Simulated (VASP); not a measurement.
Runs of VASP 6.6.1 on CdSe. The structure is that of space group F-43m (No. 216), or close to it. The cells are those of the table. 

```tsv
task	level	potentials or basis	cell	k mesh	cutoff (eV)	smearing	gap on the mesh (eV)	pressure (GPa)	relaxed volume (Å³/atom)
relaxation of cell and atoms	r2SCAN	VASP PAW PBE potentials, release 64 (Cd, Se)	relaxed from a = 4.342 Å, angles 60.0°, 2 atoms	10 × 10 × 10	600	fermi-dirac 0.08 eV	1.02	0.0	28.95
single point	r2SCAN	VASP PAW PBE potentials, release 64 (Cd, Se)	a = 4.337 Å, angles 60.0°, 2 atoms	10 × 10 × 10	520	fermi-dirac 0.08 eV	1.03	0.2	-
single point	r2SCAN	VASP PAW PBE potentials, release 64 (Cd, Se)	a = 4.326 Å, angles 60.3°, 2 atoms	6 × 6 × 6	550	gaussian 0.01 eV	1.01	0.2	-
relaxation of the atoms	r2SCAN	VASP PAW PBE potentials, release 64 (Cd, Se)	atoms relaxed from a = 4.326 Å, angles 60.3°, 2 atoms	6 × 6 × 6	500	gaussian 0.01 eV	1.01	0.2	-
single point	r2SCAN	VASP PAW PBE potentials, release 64 (Cd, Se)	a = 4.348 Å, angles 59.7°, 2 atoms	6 × 6 × 6	550	gaussian 0.01 eV	1.02	0.2	-
single point	LDA	VASP PAW LDA potentials, release 64 (Cd, Se)	a = 4.246 Å, angles 60.1°, 2 atoms	6 × 6 × 6, shifted	500	gaussian 0.01 eV	(a)	0.5	-
relaxation of cell and atoms	LDA	VASP PAW LDA potentials, release 64 (Cd, Se)	relaxed from a = 4.342 Å, angles 60.0°, 2 atoms	6 × 6 × 6, shifted	500	gaussian 0.01 eV	1.18	0.0	(b)
single point	r2SCAN	VASP PAW PBE potentials, release 64 (Cd, Se)	a = 4.337 Å, angles 60.0°, 2 atoms	6 × 6 × 6	550	gaussian 0.01 eV	1.02	0.2	-
```

Alike in all rows: no spin polarisation.

**Question.** Fill in the values left out.

**Answer.** (a) 1.20; (b) 27.33.

Caveats: the PAW data sets were made with another functional, which shifts forces and pressure a little (some runs).

A k mesh can miss the band edges, and the runs leave out spin-orbit coupling on Cd, Se.
